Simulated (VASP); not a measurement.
# MoH3 (P-6m2) in VASP: single point with PBE

Aim: the single point of MoH3 with PBE.

Program: VASP 6.6.1. These are calculated values, not measurements. Logs are shortened: lines on timing, memory, paths and dates and some standing lists are left out, and cuts for length are marked.

### Step 1. The cell of the first run

Symmetry: P-6m2, No. 187, hexagonal system. The conventional cell has a = 2.886 Å, b = 2.886 Å, c = 3.841 Å, α = 90.00°, β = 90.00°, γ = 120.00°. Within 2.5 Å of H (site symmetry 3m) lie 5 H at 1.88 to 1.96 Å and 3 Mo at 1.91 Å. H (site symmetry -6m2) has 2 Mo at 1.92 Å and 6 H at 1.93 Å within 2.5 Å. Mo (site symmetry -6m2) has 8 H at 1.91 to 1.92 Å within 2.5 Å.

### Step 2. Single point, PBE

File INCAR:

```
SYSTEM = MoH3
  PREC = Accurate
  ENCUT = 500
  EDIFF = 1E-6
  ISMEAR = 0
  SIGMA = 0.1
  LREAL = .FALSE.
  LASPH = .TRUE.
  NELM = 120
  ALGO = Normal
  ISIF = 2
  LWAVE = .FALSE.
  LCHARG = .TRUE.
  GGA = PE
  LELF = .TRUE.
  LVHAR = .TRUE.
  NBANDS = 16
  GGA_COMPAT = .FALSE.
```

File KPOINTS:

```
Automatic mesh
0
G
  6 6 4
  0 0 0
```

File POSCAR:

```
MoH3
1.0
    2.8855827866      0.0000000000      0.0000000000
   -1.4427913933      2.4989879979      0.0000000000
    0.0000000000      0.0000000000      3.8406987102
H Mo
3 1
Direct
    0.3333333333      0.6666666667      0.2547651485
    0.3333333333      0.6666666667      0.7452348515
    0.0000000000      0.0000000000      0.0000000000
    0.0000000000      0.0000000000      0.5000000000
```

Potentials or basis: VASP PAW PBE potentials, release 64 (H, Mo_sv).

Launch:

```sh
$ cat potpaw_PBE.64/H/POTCAR potpaw_PBE.64/Mo_sv/POTCAR > POTCAR
$ mpirun -np 1 vasp_std > vasp.out
```

OUTCAR:

```text
SYSTEM = MoH3
   PREC = Accurate
   ENCUT = 500
   EDIFF = 1E-6
   ISMEAR = 0
   LREAL = .FALSE.
   LASPH = .TRUE.
   NELM = 120
   ISIF = 2
   GGA = PE

 ion  position               nearest neighbor table
   1  0.333  0.667  0.255-   4 1.91   4 1.91   4 1.91
   2  0.333  0.667  0.745-   4 1.91   4 1.91   4 1.91
   3  0.000  0.000  0.000-   4 1.92   4 1.92
   4  0.000  0.000  0.500-   1 1.91   2 1.91   1 1.91   2 1.91   1 1.91   2 1.91   3 1.92   3 1.92

  LATTYP: Found a hexagonal cell.
 ALAT       =     2.8855827866
 C/A-ratio  =     1.3309958488

  Lattice vectors:

 A1 = (   2.8855827866,   0.0000000000,   0.0000000000)
 A2 = (  -1.4427913933,   2.4989879979,   0.0000000000)
 A3 = (   0.0000000000,   0.0000000000,   3.8406987102)

Analysis of symmetry for initial positions (statically):
=====================================================================
 Subroutine PRICEL returns:
 Original cell was already a primitive cell.

 Routine SETGRP: Setting up the symmetry group for a
 hexagonal supercell.

 Subroutine GETGRP returns: Found 12 space group operations
 (whereof 12 operations were pure point group operations)
 out of a pool of 24 trial point group operations.

The static configuration has the point symmetry D_3h.

Analysis of symmetry for dynamics (positions and initial velocities):
=====================================================================
 Subroutine PRICEL returns:
 Original cell was already a primitive cell.

 Routine SETGRP: Setting up the symmetry group for a
 hexagonal supercell.

 Subroutine GETGRP returns: Found 12 space group operations
 (whereof 12 operations were pure point group operations)
 out of a pool of 24 trial point group operations.

The dynamic configuration has the point symmetry D_3h.

 Subroutine INISYM returns: Found 12 space group operations
 (whereof 12 operations are pure point group operations),
 and found     1 'primitive' translations

----------------------------------------------------------------------------------------

                                     Primitive cell

  volume of cell :      27.6954

  direct lattice vectors                    reciprocal lattice vectors
     2.885582787  0.000000000  0.000000000     0.346550445  0.200080993  0.000000000
    -1.442791393  2.498987998  0.000000000     0.000000000  0.400161986  0.000000000
     0.000000000  0.000000000  3.840698710     0.000000000  0.000000000  0.260369291

  length of vectors
     2.885582787  2.885582787  3.840698710     0.400161986  0.400161986  0.260369291

  position of ions in fractional coordinates (direct lattice)
     0.333333333  0.666666667  0.254765148
     0.333333333  0.666666667  0.745234852
     0.000000000  0.000000000  0.000000000
     0.000000000  0.000000000  0.500000000

  ion indices of the primitive-cell ions
   primitive index   ion index
                 1           1
                 2           2
                 3           3
                 4           4

----------------------------------------------------------------------------------------

 KPOINTS: Automatic mesh

Automatic generation of k-mesh.
 Grid dimensions read from file:
 generate k-points for:    6    6    4

 Generating k-lattice:

  Cartesian coordinates                     Fractional coordinates (reciprocal lattice)
     0.057758408  0.033346832  0.000000000     0.166666667  0.000000000  0.000000000
     0.000000000  0.066693664  0.000000000     0.000000000  0.166666667  0.000000000
     0.000000000  0.000000000  0.065092323     0.000000000  0.000000000  0.250000000

  Length of vectors
     0.066693664  0.066693664  0.065092323

  Shift w.r.t. Gamma in fractional coordinates (k-lattice)
     0.000000000  0.000000000  0.000000000

 Subroutine IBZKPT returns following result:
 ===========================================

 Found     21 irreducible k-points:

 Following reciprocal coordinates:
            Coordinates               Weight
  0.000000  0.000000  0.000000      1.000000
  0.166667  0.000000  0.000000      6.000000
  0.333333  0.000000  0.000000      6.000000
  0.500000  0.000000  0.000000      3.000000
  0.166667  0.166667  0.000000      6.000000
  0.333333  0.166667  0.000000     12.000000
[... 13 lines left out ...]
  0.333333  0.166667  0.500000     12.000000
  0.333333  0.333333  0.500000      2.000000
   k-points           NKPTS =     21   k-points in BZ     NKDIM =     21   number of bands    NBANDS=     16
   number of dos      NEDOS =    301   number of ions     NIONS =      4
   total plane-waves  NPLWV =  16128
   dimension x,y,z NGX =    24 NGY =   24 NGZ =   28
   dimension x,y,z NGXF=    48 NGYF=   48 NGZF=   56
   ions per type =               3   1
   NGX,Y,Z   is equivalent  to a cutoff of  13.83, 13.83, 12.12 a.u.
   NGXF,Y,Z  is equivalent  to a cutoff of  27.65, 27.65, 24.24 a.u.
 SYSTEM =  MoH3
   PREC   = accura    normal or accurate (medium, high low for compatibility)
   ISTART =      0    job   : 0-new  1-cont  2-samecut
   ICHARG =      2    charge: 1-file 2-atom 10-const
   ISPIN  =      1    spin polarized calculation?
   LNONCOLLINEAR =      F non collinear calculations
   LSORBIT =      F    spin-orbit coupling
   LASPH  =      T    aspherical Exc in radial PAW
   ENCUT  =  500.0 eV  36.75 Ry    6.06 a.u.   5.26  5.26  7.00*2*pi/ulx,y,z
   NELM   =    120;   NELMIN=  2; NELMDL= -5     # of ELM steps
   EDIFF  = 0.1E-05   stopping-criterion for ELM
   LREAL  =      F    real-space projection
   EDIFFG = 0.1E-04   stopping-criterion for IOM
   NSW    =      0    number of steps for IOM
   IBRION =     -1    ionic relax: 0-MD 1-quasi-New 2-CG
   NFREE  =      0    steps in history (QN), initial steepest desc. (CG)
   ISIF   =      2    stress and relaxation
   ISYM   =      2    0-nonsym 1-usesym 2-fastsym
   POTIM  = 0.5000    time-step for ionic-motion
   TEBEG  =    0.0;   TEEND  =   0.0 temperature during run
   PSTRESS=    0.0 pullay stress
   NELECT =      17.0000    total number of electrons
   NUPDOWN=      -1.0000    fix difference up-down
   EMIN   =  10.00;   EMAX   =-10.00  energy-range for DOS
   EFERMI =   0.00;   METHOD = LEGACY
   ISMEAR =     0;   SIGMA  =   0.10  broadening in eV -4-tet -1-fermi 0-gaus
   EFERMI_NEDOS =   21; number of points for ismear=-14 and -15
   IALGO  =     38    algorithm
   IMIX   =      4    mixing-type and parameters
     AMIX     =   0.40;   BMIX     =  1.00
     AMIX_MAG =   1.60;   BMIX_MAG =  1.00
  volume/ion in A,a.u.               =       6.92        46.72
  Fermi-wavevector in a.u.,A,eV,Ry     =   1.391303  2.629182 26.337137  1.935725
  Thomas-Fermi vector in A             =   2.515155
   LORBIT       =      0    0 simple, 1 ext, 2 COOP (PROOUT), +10 PAW based schemes
   GGA     = PE    functional components
   LHFCALC =     F    Hartree Fock is set to
   AEXX    =    0.0000 exact exchange contribution
   IVDW    =     0    specifies the selected vdW correction
   LEPSILON=     F    determine dielectric tensor
   LRPA    =     F    only Hartree local field effects (RPA)
 non-spin polarized calculation
 Gauss-broadening in eV      SIGMA  =   0.10
  energy-cutoff  :      500.00
  volume of cell :       27.70
 maximum number of plane-waves:       712
 NGX is ok and might be reduce to    24
   NGX = 11   NGY = 11   NGZ = 15

 number of electron      16.9999997 magnetization

 Free energy of the ion-electron system (eV)
  ---------------------------------------------------
  ext. energy  EPLUGINS =         0.00000000
  ---------------------------------------------------
  free energy    TOTEN  =       -19.94233008 eV

  energy without entropy =      -19.92882485  energy(sigma->0) =      -19.93557747

 E-fermi :   6.7136     XC(G=0): -11.6285

 val. band max:        6.7053618186   @ k =   0.1667   0.0000   0.0000
 cond. band min:       6.7319742130   @ k =   0.1667   0.0000   0.2500
 fundamental gap:      0.0266123944
 Fermi energy:         6.7135822111

 k-point     1 :       0.0000    0.0000    0.0000
  band No.  band energies     occupation
      1     -54.3268      2.00000
      2     -28.5385      2.00000
      3     -27.8862      2.00000
      4     -27.8862      2.00000
      5      -3.3586      2.00000
      6       1.5422      2.00000
[... 8 lines left out ...]
     15      23.5485      0.00000
     16      23.8666      0.00000

 k-point     2 :       0.1667    0.0000    0.0000
  band No.  band energies     occupation
      1     -54.2965      2.00000
      2     -28.5031      2.00000
      3     -28.1145      2.00000
      4     -27.9367      2.00000
      5      -2.6962      2.00000
      6       1.9424      2.00000
[... 8 lines left out ...]
     15      21.1681      0.00000
     16      21.8743      0.00000

 k-point     3 :       0.3333    0.0000    0.0000
  band No.  band energies     occupation
      1     -54.2354      2.00000
      2     -28.5533      2.00000
      3     -28.4316      2.00000
      4     -28.0361      2.00000
      5      -1.2394      2.00000
      6       2.0852      2.00000
[... 8 lines left out ...]
     15      19.3061      0.00000
     16      19.9270      0.00000

 k-point     4 :       0.5000    0.0000    0.0000
  band No.  band energies     occupation
      1     -54.2046      2.00000
      2     -28.7647      2.00000
      3     -28.3955      2.00000
      4     -28.0851      2.00000
      5      -0.4541      2.00000
      6       2.0554      2.00000
[... 8 lines left out ...]
     15      17.9599      0.00000
     16      20.4716      0.00000

 k-point     5 :       0.1667    0.1667    0.0000
  band No.  band energies     occupation
      1     -54.2507      2.00000
      2     -28.4496      2.00000
      3     -28.4034      2.00000
      4     -28.0562      2.00000
      5      -1.5948      2.00000
      6       2.2502      2.00000
[... 8 lines left out ...]
     15      19.8456      0.00000
     16      22.7855      0.00000

 k-point     6 :       0.3333    0.1667    0.0000
  band No.  band energies     occupation
      1     -54.2046      2.00000
      2     -28.6552      2.00000
      3     -28.3956      2.00000
      4     -28.2040      2.00000
      5      -0.2736      2.00000
      6       2.1062      2.00000
[... 8 lines left out ...]
     15      19.9594      0.00000
     16      20.6007      0.00000
[... 210 lines left out ...]
 k-point    18 :       0.5000    0.0000    0.5000
  band No.  band energies     occupation
      1     -54.2029      2.00000
      2     -28.7601      2.00000
      3     -28.4398      2.00000
      4     -28.0833      2.00000
      5       0.4794      2.00000
      6       0.5826      2.00000
[... 8 lines left out ...]
     15      20.7888      0.00000
     16      22.4864      0.00000

 k-point    19 :       0.1667    0.1667    0.5000
  band No.  band energies     occupation
      1     -54.2490      2.00000
      2     -28.4974      2.00000
      3     -28.3999      2.00000
      4     -28.0543      2.00000
      5       0.0684      2.00000
      6       0.5491      2.00000
[... 8 lines left out ...]
     15      21.7020      0.00000
     16      21.7133      0.00000

 k-point    20 :       0.3333    0.1667    0.5000
  band No.  band energies     occupation
      1     -54.2029      2.00000
      2     -28.6509      2.00000
      3     -28.4400      2.00000
      4     -28.2017      2.00000
      5       0.5772      2.00000
      6       1.0125      2.00000
[... 8 lines left out ...]
     15      18.4635      0.00000
     16      22.8610      0.00000

 k-point    21 :       0.3333    0.3333    0.5000
  band No.  band energies     occupation
      1     -54.1875      2.00000
      2     -28.5317      2.00000
      3     -28.4599      2.00000
      4     -28.4208      2.00000
      5       0.9379      2.00000
      6       1.4329      2.00000
[... 8 lines left out ...]
     15      16.6826      0.00000
     16      23.7872      0.00000

------------------------ aborting loop because EDIFF is reached ----------------------------------------

  FORCE on cell =-STRESS in cart. coord.  units (eV):
  Direction    XX          YY          ZZ          XY          YZ          ZX
  --------------------------------------------------------------------------------------
  -------------------------------------------------------------------------------------
  Total       -0.0024189     -0.0024189      0.7249917      0.0000000      0.0000000      0.0000000
  in kB       -0.1399355     -0.1399355     41.9407007      0.0000000      0.0000000      0.0000000
  external PRESSURE =      13.8869432 kB  Pullay stress =       0.0000000 kB

 VOLUME and BASIS-vectors are now :
 -----------------------------------------------------------------------------
  energy-cutoff  :      500.00
  volume of cell :       27.70
      direct lattice vectors                 reciprocal lattice vectors
     2.885582787  0.000000000  0.000000000     0.346550445  0.200080993  0.000000000
    -1.442791393  2.498987998  0.000000000     0.000000000  0.400161986  0.000000000
     0.000000000  0.000000000  3.840698710     0.000000000  0.000000000  0.260369291

 POSITION                                       TOTAL-FORCE (eV/Angst)
 -----------------------------------------------------------------------------------
     -0.00000      1.66599      0.97848         0.000000     -0.000000     -0.124295
     -0.00000      1.66599      2.86222         0.000000     -0.000000      0.124295
      0.00000      0.00000      0.00000        -0.000000      0.000000      0.000000
      0.00000      0.00000      1.92035        -0.000000      0.000000      0.000000
 -----------------------------------------------------------------------------------
    total drift:                                0.000000     -0.000000     -0.000000

  FREE ENERGIE OF THE ION-ELECTRON SYSTEM (eV)
  ---------------------------------------------------
  free  energy   TOTEN  =       -19.9423300827 eV

  energy  without entropy=      -19.9288248528  energy(sigma->0) =      -19.93557747
```

It took 3.9 s on 1 thread of Intel Xeon 6975P-C (Granite Rapids), shared host; peak memory 0.14 GiB.

What came out:

- Free energy: -19.9423 eV
- Pressure: 1.4 GPa
- Largest force: 0.124 eV/Å

Forces on the atoms (eV/Å):
```
H    0.000  0.000 -0.124
H    0.000  0.000  0.124
H    0.000  0.000  0.000
Mo   0.000  0.000  0.000
```

Levels at points of the mesh, in eV from the Fermi level:
| k point | band 5 | band 6 | band 7 | band 8 | band 9 | band 10 | band 11 | band 12 | band 13 | band 14 |
| --- | --- | --- | --- | --- | --- | --- | --- | --- | --- | --- |
| (0.00, 0.00, 0.00) | -10.07 | -5.17 | -1.32 | -0.81 | -0.81 | 1.73 | 1.73 | 6.99 | 10.30 | 13.62 |
| (0.50, 0.00, 0.00) | -7.17 | -4.66 | -4.49 | -1.62 | 0.88 | 3.46 | 5.40 | 5.74 | 9.08 | 11.14 |
| (0.00, 0.00, 0.50) | -7.82 | -7.22 | -0.75 | -0.75 | -0.66 | 1.46 | 1.46 | 3.64 | 9.49 | 16.24 |
| (0.50, 0.00, 0.50) | -6.23 | -6.13 | -2.30 | -0.16 | 0.45 | 1.12 | 3.47 | 4.96 | 8.80 | 9.27 |

Caveat: the k points lie up to 0.42 Å⁻¹ apart.
